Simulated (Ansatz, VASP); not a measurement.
# Two plane-wave programs on Mo

```
Mo
1.0
     2.84493    0.00000    0.00000
    -1.42247    2.36902    0.00000
     0.00000    0.00000    2.55518
Mo
1
Direct
  0.00000 0.00000 0.50000
```

Change from the starting cell: strain +0.0400 x Voigt [1, 0, 0, 0, 0, 0], atoms carried along.

Alike in both runs: task single point; functional r2SCAN; k mesh 18 × 18 × 18; occupations gaussian, width 0.15 eV; no spin polarisation.

|  | VASP | Ansatz |
| --- | --- | --- |
| version | VASP 6.6.1 | Ansatz 0.2.0 |
| potentials or method | VASP PAW PBE potentials, release 64 (Mo_sv), cutoff 520 eV | scalar-relativistic, plane waves, PAW |
| valence electrons in the cell | 14 | 14 |

```csv
,VASP,Ansatz,Ansatz less VASP
gap on the k mesh at the Fermi level (eV),none,none,-
pressure (GPa),-6.7,-7.5,-0.88
"traceless stress, the component that is largest in VASP (GPa)",-2.58,-2.50,+0.088
```

VASP's potentials were made for PBE, not for r2SCAN. A gap of «none» marks a metal or a gap that the smearing closes. With one functional, cell and mesh, what is left measures potentials, basis and numerics.
